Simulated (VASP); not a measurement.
Yb, 1 atom in the cell. The structure is cubic, space group Fm-3m (No. 225). The conventional cell has a = 4.455 Å, b = 4.455 Å, c = 4.455 Å, α = 90.00°, β = 90.00°, γ = 90.00°. Yb (site symmetry m-3m) has 12 Yb at 3.15 Å within 4.1 Å. 

```yaml
Program: VASP 6.6.1
Task: single point
Functional: PBE
Potentials_or_basis: VASP PAW PBE potentials, release 64 (Yb)
Cutoff: 520 eV
k_mesh: 8 × 8 × 8
Occupations: fermi-dirac, width 0.05 eV
Spin: collinear spin, ferromagnetic start
Starting_moments: "[1.0] μB"
Dipole_correction: no
Further_INCAR_settings: ALGO = Normal; EDIFF = 1e-06; NBANDS = 22
```

Potentials or basis: VASP PAW PBE potentials, release 64 (Yb).

Command:

```bash
$ cat potpaw_PBE.64/Yb/POTCAR > POTCAR
$ mpirun -np 1 vasp_std > vasp.out
```

Hardware: 1 thread of Intel(R) Xeon(R) 6975P-C (Granite Rapids), on a shared host.

Problem. Estimate the wall time of this run.

Solution. Run time: 45 s on 1 thread of Intel(R) Xeon(R) 6975P-C (Granite Rapids) (shared host), peak memory 0.17 GiB. Counts: scf iterations 27, k points 29.
